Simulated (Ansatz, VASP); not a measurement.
# One calculation of AlNi, two programs

Contents of INCAR:

```
SYSTEM = AlNi
ALGO     = Fast           ! electronic algorithm
EDIFF    = 1E-6           ! SCF threshold, eV
ENCUT    = 520            ! plane-wave cutoff, eV
GGA      = PE             ! functional
ISIF     = 2              ! what is computed and relaxed
ISMEAR   = 0              ! smearing method
LASPH    = .TRUE.         ! aspherical terms in the spheres
LCHARG   = .FALSE.        ! write CHGCAR
LREAL    = .FALSE.        ! projectors in reciprocal space
LWAVE    = .FALSE.        ! write WAVECAR
NBANDS   = 14             ! bands
NELM     = 60             ! most SCF steps
PREC     = Accurate       ! precision mode
SIGMA    = 0.15           ! smearing width, eV
```

KPOINTS

```
k-points
0
G
  16 16 16
  0 0 0
```

Contents of POSCAR:

```
AlNi
1.0
    1.9676675471     -1.9676349857      0.0000000000
    1.9676675471      1.9676349857      0.0000000000
    0.0000000000      0.0000000000      2.9004437058
Al Ni
1 1
Direct
    0.0000000000      0.0000000000      0.0000000000
    0.5000000000      0.5000000000      0.5000000000
```

Input for Ansatz:

```yaml
crystal:
  lattice:
    - [1.9676675471, -1.9676349857, 0.0]
    - [1.9676675471, 1.9676349857, 0.0]
    - [0.0, 0.0, 2.9004437058]
  atoms:
    - { symbol: Al, position: [0.0, 0.0, 0.0] }
    - { symbol: Ni, position: [0.5, 0.5, 0.5] }
basis:
  ecutwfc: 520.0
kpoints:
  mp_grid: { grid: [16, 16, 16] }
hamiltonian:
  xc: pbe
  pseudopotentials: { kind: paw, azcp: { folder: soft_1 } }
scf:
  occupations: { method: gaussian, width: 0.15 }
output:
  forces: true
  stress: true
  eigenvalues: true
  write_density: true
  write_potential: true
  elf: true
  volumetric_format: npy
```

Change from the starting cell: normal strain along x -0.0367, normal strain along y -0.0367.

Alike in both runs: task single point; functional PBE; k mesh 16 × 16 × 16; occupations gaussian, width 0.15 eV; no spin polarisation.

|  | VASP | Ansatz |
| --- | --- | --- |
| version | VASP 6.6.1 | Ansatz 0.2.0 |
| potentials or method | VASP PAW PBE potentials, release 64 (Al, Ni), cutoff 520 eV | scalar-relativistic, plane waves, PAW |
| valence electrons in the cell | 13 | 21 |

|  | VASP | Ansatz | Ansatz less VASP |
| --- | --- | --- | --- |
| gap on the k mesh at the Fermi level (eV) | none | none | - |
| pressure (GPa) | 14.1 | 14.2 | +0.03 |
| traceless stress, the component that is largest in VASP (GPa) | -2.33 | -2.27 | +0.056 |

A gap of «none» marks a metal or a gap that the smearing closes. The functional is the same, so the differences come from potentials, cutoffs and numerics. VASP's potentials hold 13 valence electrons a cell and Ansatz's 21, so a difference there can come from the potentials and not from the codes. Ansatz's warnings: near symmetry operations not taken.
